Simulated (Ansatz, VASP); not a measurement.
One calculation of KCl, two programs

INCAR

```
SYSTEM = KCl
PREC = Accurate ; ENCUT = 520
EDIFF = 1E-6 ; ISMEAR = 0
SIGMA = 0.01 ; LREAL = .FALSE.
LASPH = .TRUE. ; NELM = 60
ALGO = Normal ; ISIF = 2
LWAVE = .FALSE. ; LCHARG = .TRUE.
GGA = PE ; LELF = .TRUE.
LVHAR = .TRUE. ; NBANDS = 15
```

KPOINTS

```
Automatic mesh
0
G
  6 6 6
  0 0 0
```

Contents of POSCAR:

```
KCl
1.0
    0.0000000000      3.1569655537      3.1569655537
    3.1569655537      0.0000000000      3.1569655537
    3.1569655537      3.1569655537      0.0000000000
K Cl
1 1
Direct
    0.0000000000      0.0000000000      0.0000000000
    0.5000000000      0.5000000000      0.5000000000
```

Input for Ansatz:

```yaml
crystal:
  lattice:
    - [0.0, 3.1569655537, 3.1569655537]
    - [3.1569655537, 0.0, 3.1569655537]
    - [3.1569655537, 3.1569655537, 0.0]
  atoms:
    - { symbol: K, position: [0.0, 0.0, 0.0] }
    - { symbol: Cl, position: [0.5, 0.5, 0.5] }
kpoints:
  mp_grid: { grid: [6, 6, 6] }
hamiltonian:
  xc: pbe
scf:
  occupations: { method: fixed }
  n_extra_bands: 4
output:
  forces: true
  stress: true
  eigenvalues: true
```

Alike in both runs: task single point; functional PBE; k mesh 6 × 6 × 6; no spin polarisation.

```csv
,VASP,Ansatz
version,VASP 6.6.1,Ansatz 0.2.0
potentials or method,"VASP PAW PBE potentials, release 64 (K_sv, Cl)","plane waves, PAW"
plane-wave cutoff (eV),520,420
occupations,"gaussian, width 0.01 eV",fixed
valence electrons in the cell,16,16
```

|  | VASP | Ansatz | Ansatz less VASP |
| --- | --- | --- | --- |
| gap on the k mesh at the Fermi level (eV) | 5.15 | 5.15 | +0.002 |
| pressure (GPa) | 0.6 | 0.6 | -0.02 |
